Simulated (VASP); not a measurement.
# Tl (P6_3/mmc) in VASP: notebook

Runs on Tl. Level: LDA. Tasks: single point.

Everything below comes from runs of VASP 6.6.1. Logs are shortened: lines on timing, memory, paths and dates and some standing lists are left out, and cuts for length are marked.

## (1) The cell of the first run

It takes space group P6_3/mmc (No. 194, hexagonal). The conventional cell has a = 3.401 Å, b = 3.401 Å, c = 5.443 Å, α = 90.00°, β = 90.00°, γ = 120.00°. Within 4.4 Å of Tl (site symmetry -6m2) lie 12 Tl at 3.36 to 3.40 Å.

## (2) Single point, LDA

INCAR

```
SYSTEM = Tl
PREC = Accurate
ENCUT = 520
EDIFF = 1E-6
ISMEAR = 1
SIGMA = 0.1
LREAL = .False.
LASPH = .True.
NELM = 100
ALGO = Normal
ISIF = 2
LWAVE = .False.
LCHARG = .False.
GGA = CA
NBANDS = 20
```

KPOINTS

```
Automatic mesh
0
Gamma
  11 11 6
  0 0 0
```

POSCAR

```
Tl
1.0
    3.4014029632      0.0000000000      0.0000000000
   -1.7007014816      2.9457013746      0.0000000000
    0.0000000000      0.0000000000      5.4430041633
Tl
2
Direct
    0.3333333333      0.6666666667      0.2500000000
    0.6666666667      0.3333333333      0.7500000000
```

Potentials or basis: VASP PAW LDA potentials, release 64 (Tl_d).

On the command line:

```console
> cat potpaw_LDA.64/Tl_d/POTCAR > POTCAR
> mpirun -np 1 vasp_std > vasp.out
```

OUTCAR:

```text
SYSTEM = Tl
   PREC = Accurate
   ENCUT = 520
   EDIFF = 1E-6
   ISMEAR = 1
   LREAL = .False.
   LASPH = .True.
   NELM = 100
   ISIF = 2
   GGA = CA

 ion  position               nearest neighbor table
   1  0.333  0.667  0.250-   2 3.36   2 3.36   2 3.36   2 3.36   2 3.36   2 3.36
   2  0.667  0.333  0.750-   1 3.36   1 3.36   1 3.36   1 3.36   1 3.36   1 3.36

  LATTYP: Found a hexagonal cell.
 ALAT       =     3.4014029632
 C/A-ratio  =     1.6002232673

  Lattice vectors:

 A1 = (   3.4014029632,   0.0000000000,   0.0000000000)
 A2 = (  -1.7007014816,   2.9457013746,   0.0000000000)
 A3 = (   0.0000000000,   0.0000000000,   5.4430041633)

Analysis of symmetry for initial positions (statically):
=====================================================================
 Subroutine PRICEL returns:
 Original cell was already a primitive cell.

 Routine SETGRP: Setting up the symmetry group for a
 hexagonal supercell.

 Subroutine GETGRP returns: Found 24 space group operations
 (whereof 12 operations were pure point group operations)
 out of a pool of 24 trial point group operations.

The static configuration has the point symmetry D_3d.
 The point group associated with its full space group is D_6h.

Analysis of symmetry for dynamics (positions and initial velocities):
=====================================================================
 Subroutine PRICEL returns:
 Original cell was already a primitive cell.

 Routine SETGRP: Setting up the symmetry group for a
 hexagonal supercell.

 Subroutine GETGRP returns: Found 24 space group operations
 (whereof 12 operations were pure point group operations)
 out of a pool of 24 trial point group operations.

The dynamic configuration has the point symmetry D_3d.
 The point group associated with its full space group is D_6h.

 Subroutine INISYM returns: Found 24 space group operations
 (whereof 12 operations are pure point group operations),
 and found     1 'primitive' translations

----------------------------------------------------------------------------------------

                                     Primitive cell

  volume of cell :      54.5363

  direct lattice vectors                    reciprocal lattice vectors
     3.401402963  0.000000000  0.000000000     0.293996334  0.169738862  0.000000000
    -1.700701482  2.945701375  0.000000000     0.000000000  0.339477725  0.000000000
     0.000000000  0.000000000  5.443004163     0.000000000  0.000000000  0.183722071

  length of vectors
[... 75 lines left out ...]
   ICHARG =      2    charge: 1-file 2-atom 10-const
   ISPIN  =      1    spin polarized calculation?
   LNONCOLLINEAR =      F non collinear calculations
   LSORBIT =      F    spin-orbit coupling
   LASPH  =      T    aspherical Exc in radial PAW
   ENCUT  =  520.0 eV  38.22 Ry    6.18 a.u.   6.32  6.32 10.12*2*pi/ulx,y,z
   NELM   =    100;   NELMIN=  2; NELMDL= -5     # of ELM steps
   EDIFF  = 0.1E-05   stopping-criterion for ELM
   LREAL  =      F    real-space projection
   EDIFFG = 0.1E-04   stopping-criterion for IOM
   NSW    =      0    number of steps for IOM
   IBRION =     -1    ionic relax: 0-MD 1-quasi-New 2-CG
   NFREE  =      0    steps in history (QN), initial steepest desc. (CG)
   ISIF   =      2    stress and relaxation
   ISYM   =      2    0-nonsym 1-usesym 2-fastsym
   POTIM  = 0.5000    time-step for ionic-motion
   TEBEG  =    0.0;   TEEND  =   0.0 temperature during run
   PSTRESS=    0.0 pullay stress
   NELECT =      26.0000    total number of electrons
   NUPDOWN=      -1.0000    fix difference up-down
   EMIN   =  10.00;   EMAX   =-10.00  energy-range for DOS
   EFERMI =   0.00;   METHOD = LEGACY
   ISMEAR =     1;   SIGMA  =   0.10  broadening in eV -4-tet -1-fermi 0-gaus
   EFERMI_NEDOS =   21; number of points for ismear=-14 and -15
   IALGO  =     38    algorithm
   IMIX   =      4    mixing-type and parameters
     AMIX     =   0.40;   BMIX     =  1.00
     AMIX_MAG =   1.60;   BMIX_MAG =  1.00
  volume/ion in A,a.u.               =      27.27       184.01
  Fermi-wavevector in a.u.,A,eV,Ry     =   1.278903  2.416775 22.253577  1.635592
  Thomas-Fermi vector in A             =   2.411419
   LORBIT       =      0    0 simple, 1 ext, 2 COOP (PROOUT), +10 PAW based schemes
   GGA     = CA    functional components
   LHFCALC =     F    Hartree Fock is set to
   AEXX    =    0.0000 exact exchange contribution
   IVDW    =     0    specifies the selected vdW correction
   LEPSILON=     F    determine dielectric tensor
   LRPA    =     F    only Hartree local field effects (RPA)
 non-spin polarized calculation
 Methfessel and Paxton  Order N= 1 SIGMA  =   0.10
  energy-cutoff  :      520.00
  volume of cell :       54.54
 maximum number of plane-waves:      1496
 NGX is ok and might be reduce to    28
   NGX = 13   NGY = 13   NGZ = 21

 number of electron      25.9999999 magnetization

 Free energy of the ion-electron system (eV)
  ---------------------------------------------------
  ext. energy  EPLUGINS =         0.00000000
  ---------------------------------------------------
  free energy    TOTEN  =        -5.87345239 eV

  energy without entropy =       -5.87218013  energy(sigma->0) =       -5.87302830

 E-fermi :   6.7559     XC(G=0): -10.7419

 val. band max:        6.7327262290   @ k =   0.3636   0.0000   0.0000
 cond. band min:       6.7955348682   @ k =   0.3636   0.2727   0.3333
 fundamental gap:      0.0628086392
 Fermi energy:         6.7558997273

 k-point     1 :       0.0000    0.0000    0.0000
  band No.  band energies     occupation
      1      -5.0735      2.00000
      2      -4.7911      2.00000
      3      -4.7695      2.00000
      4      -4.7695      2.00000
      5      -4.7077      2.00000
      6      -4.7077      2.00000
[... 541 lines left out ...]
     19      17.1970      0.00000
     20      18.0572      0.00000

 [... further k-points ...]
[... 5 lines left out ...]
  --------------------------------------------------------------------------------------
  -------------------------------------------------------------------------------------
  Total       -0.0721205     -0.0721205      0.1835718      0.0000000      0.0000000      0.0000000
  in kB       -2.1187692     -2.1187692      5.3930080      0.0000000      0.0000000      0.0000000
  external PRESSURE =       0.3851565 kB  Pullay stress =       0.0000000 kB

 VOLUME and BASIS-vectors are now :
 -----------------------------------------------------------------------------
  energy-cutoff  :      520.00
  volume of cell :       54.54
      direct lattice vectors                 reciprocal lattice vectors
     3.401402963  0.000000000  0.000000000     0.293996334  0.169738862  0.000000000
    -1.700701482  2.945701375  0.000000000     0.000000000  0.339477725  0.000000000
     0.000000000  0.000000000  5.443004163     0.000000000  0.000000000  0.183722071

 POSITION                                       TOTAL-FORCE (eV/Angst)
 -----------------------------------------------------------------------------------
     -0.00000      1.96380      1.36075        -0.000000      0.000000      0.000000
      1.70070      0.98190      4.08225         0.000000     -0.000000      0.000000
 -----------------------------------------------------------------------------------
    total drift:                               -0.000000      0.000000      0.000000

  FREE ENERGIE OF THE ION-ELECTRON SYSTEM (eV)
  ---------------------------------------------------
  free  energy   TOTEN  =        -5.8734523858 eV

  energy  without entropy=       -5.8721801257  energy(sigma->0) =       -5.87302830
```

OSZICAR:

```text
N       E                     dE             d eps       ncg     rms          rms(c)
DAV:   1     0.132765399200E+03    0.13277E+03   -0.14350E+04  2568   0.124E+03
DAV:   2    -0.336544550774E+01   -0.13613E+03   -0.13339E+03  2772   0.280E+02
DAV:   3    -0.593205489464E+01   -0.25666E+01   -0.25583E+01  2980   0.342E+01
DAV:   4    -0.594690344749E+01   -0.14849E-01   -0.14845E-01  2756   0.283E+00
DAV:   5    -0.594709807454E+01   -0.19463E-03   -0.19463E-03  2876   0.322E-01    0.366E+00
DAV:   6    -0.588613887157E+01    0.60959E-01   -0.99184E-02  2700   0.249E+00    0.253E+00
DAV:   7    -0.587462465516E+01    0.11514E-01   -0.42681E-02  2772   0.160E+00    0.770E-01
DAV:   8    -0.587345005841E+01    0.11746E-02   -0.41527E-03  2672   0.506E-01    0.415E-02
DAV:   9    -0.587345302983E+01   -0.29714E-05   -0.20704E-05  2864   0.382E-02    0.807E-03
DAV:  10    -0.587345238580E+01    0.64403E-06   -0.10880E-06  1656   0.872E-03
   1 F= -.58734524E+01 E0= -.58730283E+01  d E =-.127226E-02
```

Wall time 41 s (1 thread of AMD EPYC 9R45 (Zen 5), shared host); peak memory 0.16 GiB.

Results:

```
Free energy            : -5.8735 eV
Pressure               : 0.0 GPa
Band gap on the k mesh : zero (band 13 reaches 10.48 eV, above the bottom of band 14 at 4.51 eV)
```

Stress tensor (GPa, compression positive):
```
-0.21  0.00  0.00
 0.00 -0.21  0.00
 0.00  0.00  0.54
```

Caveat: spin-orbit coupling is left out, which moves the levels of the heavy elements.

## (3) Single point, LDA

INCAR

```
SYSTEM = Tl
ALGO     = Normal         ! electronic algorithm
EDIFF    = 1E-6           ! SCF threshold, eV
ENCUT    = 520            ! plane-wave cutoff, eV
GGA      = CA             ! functional
ISIF     = 2              ! what is computed and relaxed
ISMEAR   = 1              ! smearing method
LASPH    = .True.         ! aspherical terms in the spheres
LCHARG   = .False.        ! write CHGCAR
LREAL    = .False.        ! projectors in reciprocal space
LWAVE    = .False.        ! write WAVECAR
NBANDS   = 20             ! bands
NELM     = 100            ! most SCF steps
PREC     = Accurate       ! precision mode
SIGMA    = 0.2            ! smearing width, eV
```

KPOINTS

```
k-points
0
Gamma
  11 11 6
  0 0 0
```

POSCAR is that of step 2.

Potentials or basis: VASP PAW LDA potentials, release 64 (Tl_d).

On the command line:

```console
> cat potpaw_LDA.64/Tl_d/POTCAR > POTCAR
> mpirun -np 1 vasp_std > vasp.out
```

Wall time 41 s (1 thread of AMD EPYC 9R45 (Zen 5), shared host); peak memory 0.15 GiB.

It converged, with:

| Property | Result |
| --- | --- |
| Free energy | -5.8750 eV |
| Pressure | 0.1 GPa |
| Band gap on the k mesh | zero (band 13 reaches 10.48 eV, above the bottom of band 14 at 4.51 eV) |

Stress tensor (GPa, compression positive):
```
-0.05  0.00  0.00
 0.00 -0.05  0.00
 0.00  0.00  0.26
```

Levels at points of the mesh, in eV from the Fermi level:
```tsv
k point	band 11	band 12	band 13	band 14	band 15	band 16
(0.00, 0.00, 0.00)	-10.36	-5.07	-3.01	8.29	8.29	10.49
(0.00, 0.00, 0.50)	-8.84	-8.84	3.54	3.54	9.31	9.31
```

Caveat: spin-orbit coupling is left out, which moves the levels of the heavy elements.

## (4) Single point, LDA

INCAR

```
SYSTEM = Tl
ALGO = Normal
EDIFF = 1E-7
ENCUT = 520
GGA = CA
ISIF = 2
ISMEAR = 1
LASPH = .True.
LCHARG = .True.
LELF = .True.
LREAL = .False.
LVHAR = .True.
LWAVE = .False.
NBANDS = 20
NELM = 60
PREC = Accurate
SIGMA = 1.0
```

KPOINTS is that of step 3.

POSCAR is that of step 3.

Potentials or basis: VASP PAW LDA potentials, release 64 (Tl_d).

On the command line:

```console
> cat potpaw_LDA.64/Tl_d/POTCAR > POTCAR
> mpirun -np 1 vasp_std > vasp.out
```

OUTCAR:

```text
SYSTEM = Tl
   EDIFF = 1E-7
   ENCUT = 520
   GGA = CA
   ISIF = 2
   ISMEAR = 1
   LASPH = .True.
   LREAL = .False.
   NELM = 60
   PREC = Accurate

 ion  position               nearest neighbor table
   1  0.333  0.667  0.250-   2 3.36   2 3.36   2 3.36   2 3.36   2 3.36   2 3.36
   2  0.667  0.333  0.750-   1 3.36   1 3.36   1 3.36   1 3.36   1 3.36   1 3.36

  LATTYP: Found a hexagonal cell.
 ALAT       =     3.4014029632
 C/A-ratio  =     1.6002232673

  Lattice vectors:

 A1 = (   3.4014029632,   0.0000000000,   0.0000000000)
 A2 = (  -1.7007014816,   2.9457013746,   0.0000000000)
[... 191 lines left out ...]
      4      -4.7665      2.00000
      5      -4.7047      2.00000
      6      -4.7047      2.00000
[... 541 lines left out ...]
     19      17.1978     -0.00000
     20      18.0570     -0.00000

 [... further k-points ...]
[... 5 lines left out ...]
  --------------------------------------------------------------------------------------
  -------------------------------------------------------------------------------------
  Total        0.0099444      0.0099444     -0.0391587      0.0000000      0.0000000     -0.0000000
  in kB        0.2921480      0.2921480     -1.1504114      0.0000000      0.0000000     -0.0000000
  external PRESSURE =      -0.1887051 kB  Pullay stress =       0.0000000 kB

 VOLUME and BASIS-vectors are now :
 -----------------------------------------------------------------------------
  energy-cutoff  :      520.00
  volume of cell :       54.54
      direct lattice vectors                 reciprocal lattice vectors
     3.401402963  0.000000000  0.000000000     0.293996334  0.169738862  0.000000000
    -1.700701482  2.945701375  0.000000000     0.000000000  0.339477725  0.000000000
     0.000000000  0.000000000  5.443004163     0.000000000  0.000000000  0.183722071

 POSITION                                       TOTAL-FORCE (eV/Angst)
 -----------------------------------------------------------------------------------
     -0.00000      1.96380      1.36075         0.000000      0.000000      0.000000
      1.70070      0.98190      4.08225        -0.000000     -0.000000      0.000000
 -----------------------------------------------------------------------------------
    total drift:                               -0.000000      0.000000      0.000000

  FREE ENERGIE OF THE ION-ELECTRON SYSTEM (eV)
  ---------------------------------------------------
  free  energy   TOTEN  =        -5.8643533072 eV

  energy  without entropy=       -5.8882251104  energy(sigma->0) =       -5.87231057
```

OSZICAR:

```text
N       E                     dE             d eps       ncg     rms          rms(c)
DAV:   1     0.132766691606E+03    0.13277E+03   -0.14350E+04  2568   0.124E+03
DAV:   2    -0.335117789075E+01   -0.13612E+03   -0.13340E+03  2772   0.280E+02
DAV:   3    -0.592274056214E+01   -0.25716E+01   -0.25590E+01  2980   0.342E+01
DAV:   4    -0.593767740895E+01   -0.14937E-01   -0.14935E-01  2756   0.283E+00
DAV:   5    -0.593787285181E+01   -0.19544E-03   -0.19544E-03  2876   0.323E-01    0.365E+00
DAV:   6    -0.587701913486E+01    0.60854E-01   -0.99085E-02  2700   0.249E+00    0.252E+00
DAV:   7    -0.586552000807E+01    0.11499E-01   -0.42552E-02  2780   0.160E+00    0.772E-01
DAV:   8    -0.586435090467E+01    0.11691E-02   -0.41079E-03  2676   0.503E-01    0.416E-02
DAV:   9    -0.586435392828E+01   -0.30236E-05   -0.20382E-05  2884   0.379E-02    0.800E-03
DAV:  10    -0.586435332574E+01    0.60255E-06   -0.11317E-06  2776   0.858E-03    0.151E-03
DAV:  11    -0.586435330716E+01    0.18582E-07   -0.29584E-07  2312   0.417E-03
   1 F= -.58643533E+01 E0= -.58723106E+01  d E =0.238718E-01
```

Run time: 43 s. Hardware: 1 thread of AMD EPYC 9R45 (Zen 5), shared host; peak memory 0.15 GiB.

What came out:

| Quantity | Value |
| --- | --- |
| Free energy | -5.8644 eV |
| Pressure | 0.0 GPa |
| Band gap on the k mesh | zero (band 13 reaches 10.47 eV, above the bottom of band 14 at 4.51 eV) |

Stress tensor (GPa, compression positive):
```
 0.03  0.00  0.00
 0.00  0.03  0.00
 0.00  0.00 -0.12
```

Caveat: spin-orbit coupling is left out, which moves the levels of the heavy elements.

## (5) Summary

```csv
smearing,gap on the mesh (eV),pressure (GPa)
methfessel-paxton 0.1 eV,none,0.0
methfessel-paxton 0.2 eV,none,0.1
methfessel-paxton 1 eV,none,0.0
```

Alike in all rows: task single point; level LDA; potentials or basis VASP PAW LDA potentials, release 64 (Tl_d); no spin polarisation; cell as given; k mesh 11 × 11 × 6; cutoff (eV) 520.

Every run on the cell as given and a fine mesh finds a metal.

Caveats: spin-orbit coupling is left out, which moves the levels of the heavy elements.

Absolute energies hang on the potentials; compare differences alone.
